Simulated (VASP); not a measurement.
Here is a VASP 6.6.1 calculation.

INCAR

```
PREC = Accurate ; ENCUT = 520
EDIFF = 1E-7 ; ISMEAR = 0
SIGMA = 0.02 ; LREAL = F
LASPH = T ; NELM = 60
ALGO = Normal ; ISIF = 2
LWAVE = F ; LCHARG = F
GGA = PE ; IVDW = 12
NBANDS = 28
```

The input KPOINTS:

```
regular mesh
0
Gamma
  8 8 6
```

The input POSCAR:

```
PbO
1.0
    4.0343848471      0.0000000000      0.0000000000
    0.0000000000      4.0343848471      0.0000000000
    0.0000000000      0.0000000000      4.9932162030
Pb O
2 2
Direct
    0.0000000000      0.5000000000      0.2377510646
    0.5000000000      0.0000000000      0.7622489354
    0.0000000000      0.0000000000      0.0000000000
    0.5000000000      0.5000000000      0.0000000000
```

Potentials or basis: VASP PAW PBE potentials, release 64 (Pb_d, O).

Launch:

```console
$ cat potpaw_PBE.64/Pb_d/POTCAR potpaw_PBE.64/O/POTCAR > POTCAR
$ mpirun -np 1 vasp_std > vasp.out
```

**Question.** Estimate the largest force.

**Answer.** 0.038 eV/Å.

**Question.** Estimate the band gap on the k mesh.

**Answer.** 1.27 eV (least direct gap 2.18 eV).

**Question.** Predict the pressure.

**Answer.** 0.1 GPa.

**Question.** What does it give for the dispersion energy per atom?

**Answer.** -0.234 eV.

Forces in eV/Å, atoms in the order of the input:
```
Pb   0.000  0.000  0.038
Pb   0.000  0.000 -0.038
O    0.000  0.000  0.000
O    0.000  0.000  0.000
```

Caveat: spin-orbit coupling is left out, which moves the levels of the heavy elements. A k mesh can miss the band edges.
